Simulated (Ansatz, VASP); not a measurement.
NaCl: VASP beside Ansatz

```
Cl Na
1.0
     0.00000    2.79406    2.79406
     2.79406    0.00000    2.79406
     2.79406    2.79406    0.00000
Cl Na
1 1
Direct
  0.50000 0.50000 0.50000
  0.00000 0.00000 0.00000
```

Alike in both runs: task single point; functional PBE-based screened hybrid; k mesh 4 × 4 × 4; occupations fermi-dirac, width 0.05 eV; no spin polarisation.

```csv
,VASP,Ansatz
version,VASP 6.6.1,Ansatz 0.2.0
potentials or method,"VASP PAW PBE potentials, release 64 (Cl, Na_pv), cutoff 520 eV",all-electron PAW datasets made for the crystal
```

```csv
,VASP,Ansatz,Ansatz less VASP
gap on the k mesh at the Fermi level (eV),6.35,6.35,+0.008
least direct gap on the mesh (eV),6.35,6.35,+0.008
pressure (GPa),1.0,1.0,-0.03
```

VASP's potentials were made for PBE, not for PBE-based screened hybrid. Ansatz ran all-electron here, and VASP with PAW potentials.

The k mesh is coarse, so the values compare programs but aren't converged.
